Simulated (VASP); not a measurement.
Runs of VASP 6.6.1 on RbBr. The structure is that of space group I4/mmm (No. 139), or close to it. The cells are those of the table. 

```csv
cell,gap on the mesh (eV),pressure (GPa)
"a = 4.775, b = 4.775, c = 4.847 Å, angles 59.5, 59.5, 61.0°, 2 atoms",5.01,1.1
"a = 4.920, b = 4.920, c = 4.993 Å, angles 59.5, 59.5, 61.0°, 2 atoms",(b),-0.3
"a = 4.849, b = 4.849, c = 4.993 Å, angles 59.0, 59.0, 62.0°, 2 atoms",4.83,(a)
"a = 4.849, b = 4.849, c = 4.702 Å, angles 61.0, 61.0, 58.0°, 2 atoms",5.01,1.2
```

Alike in all rows: task single point; level r2SCAN; potentials or basis VASP PAW PBE potentials, release 64 (Rb_sv, Br); no spin polarisation; k mesh 6 × 6 × 6; cutoff (eV) 520; smearing gaussian 0.05 eV.

Task: Fill in the values left out.

Result: (a) 0.2; (b) 4.80.

Caveats: the PAW data sets were made with another functional, which shifts forces and pressure a little.

A k mesh can miss the band edges, and the runs leave out spin-orbit coupling on Br, Rb.
